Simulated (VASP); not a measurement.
# Hf (P6_3/mmc) in VASP: notebook

Runs on Hf. Level: PBEsol. Tasks: single point, relaxation of cell and atoms.

Everything below comes from runs of VASP 6.6.1. Logs are shortened: lines on timing, memory, paths and dates and some standing lists are left out, and cuts for length are marked.

## (1) The cell of the first run

It takes space group P6_3/mmc (No. 194, hexagonal). The conventional cell has a = 3.156 Å, b = 3.156 Å, c = 5.006 Å, α = 90.00°, β = 90.00°, γ = 120.00°. Hf (site symmetry -6m2) has 12 Hf at 3.10 to 3.16 Å within 4.1 Å.

## (2) Single point, PBEsol

INCAR

```
PREC = Accurate
ENCUT = 520
EDIFF = 1E-6
ISMEAR = 0
SIGMA = 0.05
LREAL = False
LASPH = True
NELM = 60
ALGO = Fast
ISIF = 2
LWAVE = False
LCHARG = True
GGA = PS
LELF = True
LVHAR = True
NBANDS = 17
```

KPOINTS

```
regular mesh
0
Gamma
  12 12 8
```

POSCAR

```
Hf
1.0
    3.1563705648      0.0000000000      0.0000000000
   -1.5781852824      2.7334970929      0.0000000000
    0.0000000000      0.0000000000      5.0064095788
Hf
2
Direct
    0.3333333333      0.6666666667      0.7500000000
    0.6666666667      0.3333333333      0.2500000000
```

Potentials or basis: VASP PAW PBE potentials, release 64 (Hf_pv).

Launch:

```sh
$ cat potpaw_PBE.64/Hf_pv/POTCAR > POTCAR
$ mpirun -np 1 vasp_std > vasp.out
```

OUTCAR:

```text
PREC = Accurate
   ENCUT = 520
   EDIFF = 1E-6
   ISMEAR = 0
   LREAL = False
   LASPH = True
   NELM = 60
   ISIF = 2
   GGA = PS

 ion  position               nearest neighbor table
   1  0.333  0.667  0.750-   2 3.10   2 3.10   2 3.10   2 3.10   2 3.10   2 3.10
   2  0.667  0.333  0.250-   1 3.10   1 3.10   1 3.10   1 3.10   1 3.10   1 3.10

  LATTYP: Found a hexagonal cell.
 ALAT       =     3.1563705648
 C/A-ratio  =     1.5861285854

  Lattice vectors:

 A1 = (   3.1563705648,   0.0000000000,   0.0000000000)
 A2 = (  -1.5781852824,   2.7334970929,   0.0000000000)
 A3 = (   0.0000000000,   0.0000000000,   5.0064095788)

Analysis of symmetry for initial positions (statically):
=====================================================================
 Subroutine PRICEL returns:
 Original cell was already a primitive cell.

 Routine SETGRP: Setting up the symmetry group for a
 hexagonal supercell.

 Subroutine GETGRP returns: Found 24 space group operations
 (whereof 12 operations were pure point group operations)
 out of a pool of 24 trial point group operations.

The static configuration has the point symmetry D_3d.
 The point group associated with its full space group is D_6h.

Analysis of symmetry for dynamics (positions and initial velocities):
=====================================================================
 Subroutine PRICEL returns:
 Original cell was already a primitive cell.

 Routine SETGRP: Setting up the symmetry group for a
 hexagonal supercell.

 Subroutine GETGRP returns: Found 24 space group operations
 (whereof 12 operations were pure point group operations)
 out of a pool of 24 trial point group operations.

The dynamic configuration has the point symmetry D_3d.
 The point group associated with its full space group is D_6h.

 Subroutine INISYM returns: Found 24 space group operations
 (whereof 12 operations are pure point group operations),
 and found     1 'primitive' translations

----------------------------------------------------------------------------------------

                                     Primitive cell

  volume of cell :      43.1950

  direct lattice vectors                    reciprocal lattice vectors
     3.156370565  0.000000000  0.000000000     0.316819581  0.182915870  0.000000000
    -1.578185282  2.733497093  0.000000000     0.000000000  0.365831741  0.000000000
     0.000000000  0.000000000  5.006409579     0.000000000  0.000000000  0.199743945

  length of vectors
     3.156370565  3.156370565  5.006409579     0.365831741  0.365831741  0.199743945

  position of ions in fractional coordinates (direct lattice)
     0.333333333  0.666666667  0.750000000
     0.666666667  0.333333333  0.250000000

  ion indices of the primitive-cell ions
   primitive index   ion index
                 1           1
                 2           2

----------------------------------------------------------------------------------------

 KPOINTS: regular mesh

Automatic generation of k-mesh.
 Grid dimensions read from file:
 generate k-points for:   12   12    8

 Generating k-lattice:

  Cartesian coordinates                     Fractional coordinates (reciprocal lattice)
     0.026401632  0.015242989  0.000000000     0.083333333  0.000000000  0.000000000
     0.000000000  0.030485978  0.000000000     0.000000000  0.083333333  0.000000000
     0.000000000  0.000000000  0.024967993     0.000000000  0.000000000  0.125000000

  Length of vectors
     0.030485978  0.030485978  0.024967993

  Shift w.r.t. Gamma in fractional coordinates (k-lattice)
     0.000000000  0.000000000  0.000000000

 Subroutine IBZKPT returns following result:
 ===========================================

 Found     95 irreducible k-points:

 Following reciprocal coordinates:
            Coordinates               Weight
  0.000000  0.000000  0.000000      1.000000
  0.083333  0.000000  0.000000      6.000000
  0.166667  0.000000  0.000000      6.000000
  0.250000  0.000000  0.000000      6.000000
  0.333333  0.000000  0.000000      6.000000
  0.416667  0.000000  0.000000      6.000000
[... 16 lines left out ...]
  0.250000  0.000000  0.125000     12.000000
  0.333333  0.000000  0.125000     12.000000
 [... further k-points ...]
   k-points           NKPTS =     95   k-points in BZ     NKDIM =     95   number of bands    NBANDS=     17
   number of dos      NEDOS =    301   number of ions     NIONS =      2
   total plane-waves  NPLWV =  23040
   dimension x,y,z NGX =    24 NGY =   24 NGZ =   40
   dimension x,y,z NGXF=    48 NGYF=   48 NGZF=   80
   ions per type =               2
   NGX,Y,Z   is equivalent  to a cutoff of  12.64, 12.64, 13.28 a.u.
   NGXF,Y,Z  is equivalent  to a cutoff of  25.28, 25.28, 26.57 a.u.
 SYSTEM =  unknown system
   PREC   = accura    normal or accurate (medium, high low for compatibility)
   ISTART =      0    job   : 0-new  1-cont  2-samecut
   ICHARG =      2    charge: 1-file 2-atom 10-const
   ISPIN  =      1    spin polarized calculation?
   LNONCOLLINEAR =      F non collinear calculations
   LSORBIT =      F    spin-orbit coupling
   LASPH  =      T    aspherical Exc in radial PAW
   ENCUT  =  520.0 eV  38.22 Ry    6.18 a.u.   5.87  5.87  9.31*2*pi/ulx,y,z
   NELM   =     60;   NELMIN=  2; NELMDL= -5     # of ELM steps
   EDIFF  = 0.1E-05   stopping-criterion for ELM
   LREAL  =      F    real-space projection
   EDIFFG = 0.1E-04   stopping-criterion for IOM
   NSW    =      0    number of steps for IOM
   IBRION =     -1    ionic relax: 0-MD 1-quasi-New 2-CG
   NFREE  =      0    steps in history (QN), initial steepest desc. (CG)
   ISIF   =      2    stress and relaxation
   ISYM   =      2    0-nonsym 1-usesym 2-fastsym
   POTIM  = 0.5000    time-step for ionic-motion
   TEBEG  =    0.0;   TEEND  =   0.0 temperature during run
   PSTRESS=    0.0 pullay stress
   NELECT =      20.0000    total number of electrons
   NUPDOWN=      -1.0000    fix difference up-down
   EMIN   =  10.00;   EMAX   =-10.00  energy-range for DOS
   EFERMI =   0.00;   METHOD = LEGACY
   ISMEAR =     0;   SIGMA  =   0.05  broadening in eV -4-tet -1-fermi 0-gaus
   EFERMI_NEDOS =   21; number of points for ismear=-14 and -15
   IALGO  =     68    algorithm
   IMIX   =      4    mixing-type and parameters
     AMIX     =   0.40;   BMIX     =  1.00
     AMIX_MAG =   1.60;   BMIX_MAG =  1.00
  volume/ion in A,a.u.               =      21.60       145.75
  Fermi-wavevector in a.u.,A,eV,Ry     =   1.266506  2.393349 21.824246  1.604037
  Thomas-Fermi vector in A             =   2.399703
   LORBIT       =      0    0 simple, 1 ext, 2 COOP (PROOUT), +10 PAW based schemes
   GGA     = PS    functional components
   LHFCALC =     F    Hartree Fock is set to
   AEXX    =    0.0000 exact exchange contribution
   IVDW    =     0    specifies the selected vdW correction
   LEPSILON=     F    determine dielectric tensor
   LRPA    =     F    only Hartree local field effects (RPA)
 non-spin polarized calculation
 RMM-DIIS sequential band-by-band and
 Gauss-broadening in eV      SIGMA  =   0.05
  energy-cutoff  :      520.00
  volume of cell :       43.19
 maximum number of plane-waves:      1194
 NGX is ok and might be reduce to    24
   NGX = 11   NGY = 11   NGZ = 19

 number of electron      19.9999996 magnetization

 Free energy of the ion-electron system (eV)
  ---------------------------------------------------
  ext. energy  EPLUGINS =         0.00000000
  ---------------------------------------------------
  free energy    TOTEN  =       -21.00591034 eV

  energy without entropy =      -21.00394731  energy(sigma->0) =      -21.00492883

 E-fermi :   5.0421     XC(G=0): -11.5534

 val. band max:        4.9779647014   @ k =   0.1667   0.0000   0.1250
 cond. band min:       5.0487274596   @ k =   0.1667   0.0000   0.3750
 fundamental gap:      0.0707627582
 Fermi energy:         5.0420799957

 k-point     1 :       0.0000    0.0000    0.0000
  band No.  band energies     occupation
      1     -25.9998      2.00000
      2     -25.1635      2.00000
      3     -25.1635      2.00000
      4     -25.0227      2.00000
      5     -25.0216      2.00000
      6     -25.0216      2.00000
[... 9 lines left out ...]
     16       7.7179      0.00000
     17      10.5268      0.00000

 k-point     2 :       0.0833    0.0000    0.0000
  band No.  band energies     occupation
      1     -25.9795      2.00000
      2     -25.2075      2.00000
      3     -25.1782      2.00000
      4     -25.0680      2.00000
      5     -25.0319      2.00000
      6     -25.0274      2.00000
[... 9 lines left out ...]
     16       7.5100      0.00000
     17      10.7104      0.00000

 k-point     3 :       0.1667    0.0000    0.0000
  band No.  band energies     occupation
      1     -25.9213      2.00000
      2     -25.3277      2.00000
      3     -25.2169      2.00000
      4     -25.1914      2.00000
      5     -25.0596      2.00000
      6     -25.0446      2.00000
[... 9 lines left out ...]
     16       7.8084      0.00000
     17      11.0460      0.00000

 k-point     4 :       0.2500    0.0000    0.0000
  band No.  band energies     occupation
      1     -25.8333      2.00000
      2     -25.4917      2.00000
      3     -25.3520      2.00000
      4     -25.2673      2.00000
      5     -25.1058      2.00000
      6     -25.0698      2.00000
[... 9 lines left out ...]
     16       8.7108      0.00000
     17      11.3658      0.00000
[... 343 lines left out ...]
      1     -25.8955      2.00000
      2     -25.3183      2.00000
      3     -25.2212      2.00000
      4     -25.2104      2.00000
      5     -25.0686      2.00000
      6     -25.0512      2.00000
[... 9 lines left out ...]
     16       7.8355      0.00000
     17      11.0294      0.00000

 k-point    23 :       0.2500    0.0000    0.1250
  band No.  band energies     occupation
      1     -25.8231      2.00000
      2     -25.4736      2.00000
      3     -25.3779      2.00000
      4     -25.2600      2.00000
      5     -25.1096      2.00000
      6     -25.0775      2.00000
[... 9 lines left out ...]
     16       8.6422      0.00000
     17      11.2853      0.00000

 k-point    24 :       0.3333    0.0000    0.1250
  band No.  band energies     occupation
      1     -25.7714      2.00000
      2     -25.5986      2.00000
      3     -25.5221      2.00000
      4     -25.3077      2.00000
      5     -25.1641      2.00000
      6     -25.1049      2.00000
[... 9 lines left out ...]
     16       9.6954      0.00000
     17      11.4570      0.00000

 [... further k-points ...]
[... 5 lines left out ...]
  --------------------------------------------------------------------------------------
  -------------------------------------------------------------------------------------
  Total       -0.0642251     -0.0642251     -0.0932225     -0.0000000      0.0000000      0.0000000
  in kB       -2.3822221     -2.3822221     -3.4577864     -0.0000000      0.0000000      0.0000000
  external PRESSURE =      -2.7407436 kB  Pullay stress =       0.0000000 kB

 VOLUME and BASIS-vectors are now :
 -----------------------------------------------------------------------------
  energy-cutoff  :      520.00
  volume of cell :       43.19
      direct lattice vectors                 reciprocal lattice vectors
     3.156370565  0.000000000  0.000000000     0.316819581  0.182915870  0.000000000
    -1.578185282  2.733497093  0.000000000     0.000000000  0.365831741  0.000000000
     0.000000000  0.000000000  5.006409579     0.000000000  0.000000000  0.199743945

 POSITION                                       TOTAL-FORCE (eV/Angst)
 -----------------------------------------------------------------------------------
     -0.00000      1.82233      3.75481        -0.000000      0.000000      0.000000
      1.57819      0.91117      1.25160         0.000000      0.000000      0.000000
 -----------------------------------------------------------------------------------
    total drift:                               -0.000000      0.000000     -0.000000

  FREE ENERGIE OF THE ION-ELECTRON SYSTEM (eV)
  ---------------------------------------------------
  free  energy   TOTEN  =       -21.0059103438 eV

  energy  without entropy=      -21.0039473072  energy(sigma->0) =      -21.00492883
```

Wall time 42 s (1 thread of Intel Xeon 6975P-C, shared host); peak memory 0.2 GiB.

What came out:

| Item | Value |
| --- | --- |
| Free energy | -21.0059 eV |
| Pressure | -0.3 GPa |
| Band gap on the k mesh | zero (band 10 reaches 6.18 eV, above the bottom of band 11 at 4.76 eV) |

Caveat: the PAW data sets were made with another functional, which shifts forces and pressure a little; spin-orbit coupling is left out, which moves the levels of the heavy elements.

## (3) Relaxation of cell and atoms, PBEsol

This run uses another cell than the first one, of 22.45 Å³/atom, 1.039 times its volume.

INCAR

```
SYSTEM = Hf
PREC     = Accurate       ! precision mode
ENCUT    = 600            ! plane-wave cutoff, eV
EDIFF    = 1E-7           ! SCF threshold, eV
ISMEAR   = 0              ! smearing method
SIGMA    = 0.05           ! smearing width, eV
LREAL    = .False.        ! projectors in reciprocal space
LASPH    = .True.         ! aspherical terms in the spheres
NELM     = 100            ! most SCF steps
ALGO     = Fast           ! electronic algorithm
ISIF     = 3              ! what is computed and relaxed
LWAVE    = .False.        ! write WAVECAR
LCHARG   = .False.        ! write CHGCAR
GGA      = PS             ! functional
IBRION   = 2              ! ionic algorithm
NSW      = 80             ! ionic steps
EDIFFG   = -0.01          ! ionic threshold
```

KPOINTS

```
regular mesh
0
Gamma
  12 12 8
  0 0 0
```

POSCAR

```
Hf
1.0
    3.2000000000      0.0000000000      0.0000000000
   -1.6000000000      2.7712812921      0.0000000000
    0.0000000000      0.0000000000      5.0624000000
Hf
2
Direct
    0.3333333333      0.6666666667      0.7500000000
    0.6666666667      0.3333333333      0.2500000000
```

Potentials or basis: VASP PAW PBE potentials, release 64 (Hf_pv).

Launch:

```sh
$ cat potpaw_PBE.64/Hf_pv/POTCAR > POTCAR
$ mpirun -np 1 vasp_std > vasp.out
```

OUTCAR:

```text
SYSTEM = Hf
   PREC = Accurate
   ENCUT = 600
   EDIFF = 1E-7
   ISMEAR = 0
   LREAL = .False.
   LASPH = .True.
   NELM = 100
   ISIF = 3
   GGA = PS
   IBRION = 2
   NSW = 80
   EDIFFG = -0.01

 ion  position               nearest neighbor table
   1  0.333  0.667  0.750-   2 3.13   2 3.13   2 3.13   2 3.13   2 3.13   2 3.13
   2  0.667  0.333  0.250-   1 3.13   1 3.13   1 3.13   1 3.13   1 3.13   1 3.13

  LATTYP: Found a hexagonal cell.
 ALAT       =     3.2000000000
 C/A-ratio  =     1.5820000000

  Lattice vectors:

 A1 = (   3.2000000000,   0.0000000000,   0.0000000000)
 A2 = (  -1.6000000000,   2.7712812921,   0.0000000000)
 A3 = (   0.0000000000,   0.0000000000,   5.0624000000)

Analysis of symmetry for initial positions (statically):
=====================================================================
 Subroutine PRICEL returns:
 Original cell was already a primitive cell.

 Routine SETGRP: Setting up the symmetry group for a
 hexagonal supercell.

 Subroutine GETGRP returns: Found 24 space group operations
 (whereof 12 operations were pure point group operations)
 out of a pool of 24 trial point group operations.

The static configuration has the point symmetry D_3d.
 The point group associated with its full space group is D_6h.

Analysis of symmetry for dynamics (positions and initial velocities):
=====================================================================
[... 418 lines left out ...]
  ext. energy  EPLUGINS =         0.00000000
  ---------------------------------------------------
  free energy    TOTEN  =       -21.00668968 eV

  energy without entropy =      -21.00477063  energy(sigma->0) =      -21.00573015

 E-fermi :   5.0694     XC(G=0): -11.5709

 val. band max:        5.0130909243   @ k =   0.0833   0.0833   0.0000
 cond. band min:       5.0706537319   @ k =   0.1667   0.0000   0.3750
 fundamental gap:      0.0575628075
 Fermi energy:         5.0694384846

 k-point     1 :       0.0000    0.0000    0.0000
  band No.  band energies     occupation
      1     -25.9704      2.00000
      2     -25.1238      2.00000
      3     -25.1238      2.00000
      4     -24.9796      2.00000
      5     -24.9796      2.00000
      6     -24.9796      2.00000
      7      -2.4896      2.00000
      8       1.1855      2.00000
      9       5.8294      0.00000
     10       6.2085      0.00000
     11       6.2085      0.00000
     12       6.4807      0.00000
     13       7.0673      0.00000
     14       7.0673      0.00000
[... 377 lines left out ...]
      1     -25.7391      2.00000
      2     -25.5637      2.00000
      3     -25.4859      2.00000
      4     -25.2696      2.00000
      5     -25.1231      2.00000
      6     -25.0637      2.00000
      7       0.3890      2.00000
      8       2.5967      2.00000
      9       3.2516      2.00000
     10       4.3544      2.00000
     11       5.7409      0.00000
     12       6.2627      0.00000
     13       6.3617      0.00000
     14       9.2769      0.00000

 [... further k-points ...]

------------------------ aborting loop because EDIFF is reached ----------------------------------------

  FORCE on cell =-STRESS in cart. coord.  units (eV):
  Direction    XX          YY          ZZ          XY          YZ          ZX
  --------------------------------------------------------------------------------------
  -------------------------------------------------------------------------------------
  Total        0.0179138      0.0179138      0.0165784      0.0000000      0.0000000     -0.0000000
  in kB        0.6669870      0.6669870      0.6172686      0.0000000      0.0000000     -0.0000000
  external PRESSURE =       0.6504142 kB  Pullay stress =       0.0000000 kB
[... 17 lines left out ...]
  FREE ENERGIE OF THE ION-ELECTRON SYSTEM (eV)
  ---------------------------------------------------
  free  energy   TOTEN  =       -21.0066896756 eV

  energy  without entropy=      -21.0047706291  energy(sigma->0) =      -21.00573015

 reached required accuracy - stopping structural energy minimisation
```

CONTCAR:

```text
Hf
   1.00000000000000
     3.1529986206621365   -0.0000000000000000    0.0000000000000000
    -1.5764993103310683    2.7305769035809506   -0.0000000000000000
    -0.0000000000000000    0.0000000000000000    4.9980672817542962
  Hf
     2
Direct
     0.3333333332999970    0.6666666667000030    0.7500000000000000
     0.6666666667000030    0.3333333332999970    0.2500000000000000

  0.00000000E+00  0.00000000E+00  0.00000000E+00
  0.00000000E+00  0.00000000E+00  0.00000000E+00
```

Wall time 4.1 min (1 thread of Intel Xeon 6975P-C, shared host); peak memory 0.23 GiB.

Results:

```yaml
Free_energy: -21.0067 eV
Relaxed_volume: 21.52 Å³/atom
Relaxed_cell: a = 3.153 Å, b = 3.153 Å, c = 4.998 Å, α = 90.00°, β = 90.00°, γ = 120.00°
Space_group_after_relaxing_to_0.05_Å: P6_3/mmc (No. 194)
Energy_gained_by_relaxing: 13.2 meV/atom
Ionic_steps: 8
Pressure_after_relaxing: 0.1 GPa
Band_gap_on_the_k_mesh: zero (band 10 reaches 6.21 eV, above the bottom of band 11 at 4.79 eV)
```

Step by step:
| step | energy change (eV) | largest force (eV/Å) | pressure (GPa) | volume (Å³) |
| --- | --- | --- | --- | --- |
| 1 | 0.0000 | 0.0000 | -4.44 | 44.89 |
| 2 | 0.0124 | 0.0000 | 6.20 | 40.97 |
| 3 | -0.0263 | 0.0000 | -0.04 | 43.07 |
| 4 | -0.0263 | 0.0000 | 0.05 | 43.04 |
| 5 | -0.0264 | 0.0000 | 0.06 | 43.03 |
| 6 | -0.0264 | 0.0000 | 0.06 | 43.03 |
| 7 | -0.0264 | 0.0000 | 0.06 | 43.03 |
| 8 | -0.0264 | 0.0000 | 0.07 | 43.03 |

Final structure:
```
Hf
1.0
     3.15300    0.00000    0.00000
    -1.57650    2.73058    0.00000
     0.00000    0.00000    4.99807
Hf
2
Direct
  0.33333 0.66667 0.75000
  0.66667 0.33333 0.25000
```

Caveat: the PAW data sets were made with another functional, which shifts forces and pressure a little; spin-orbit coupling is left out, which moves the levels of the heavy elements.
